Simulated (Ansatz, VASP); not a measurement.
## SiO2 in VASP and in Ansatz

```xyz
18
Lattice="3.7654 -8.1285 0.0000 3.7654 8.1285 0.0000 0.0000 0.0000 5.2514" Properties=species:S:1:pos:R:3 pbc="T T T"
Si    1.5547    3.1890    1.3129
Si    1.5547   -3.1890    3.9386
Si    5.9761    3.1890    1.3129
Si    5.9761   -3.1890    3.9386
Si    3.7654    0.9263    1.3129
Si    3.7654   -0.9263    3.9386
O     1.8827    4.0642    2.6257
O     1.8827   -4.0642    2.6257
O     1.8827   -4.0642    0.0000
O     1.8827    4.0642    0.0000
O     2.4334    1.8394    1.3129
O     2.4334   -1.8394    3.9386
O     5.0974    1.8394    1.3129
O     5.0974   -1.8394    3.9386
O     3.7654   -5.3767    1.3129
O     3.7654    5.3767    3.9386
O     3.7654    0.0000    0.0000
O     3.7654    0.0000    2.6257
```

Alike in both runs: task single point; functional PBEsol; k mesh 4 × 4 × 4; occupations gaussian, width 0.05 eV; no spin polarisation.

|  | VASP | Ansatz |
| --- | --- | --- |
| version | VASP 6.6.1 | Ansatz 0.2.0 |
| potentials or method | VASP PAW PBE potentials, release 64 (Si, O), cutoff 520 eV | scalar-relativistic, plane waves, PAW |
| valence electrons in the cell | 96 | 96 |

|  | VASP | Ansatz | Ansatz less VASP |
| --- | --- | --- | --- |
| gap on the k mesh at the Fermi level (eV) | 5.52 | 5.52 | +0.003 |
| least direct gap on the mesh (eV) | 5.52 | 5.52 | +0.003 |
| pressure (GPa) | 0.4 | 0.0 | -0.40 |
| rms of the force components (eV/Å) | 0.009 | 0.000 | -0.0083 |

VASP's potentials were made for PBE, not for PBEsol. Atom by atom the forces differ by 0.008 eV/Å (rms over components).
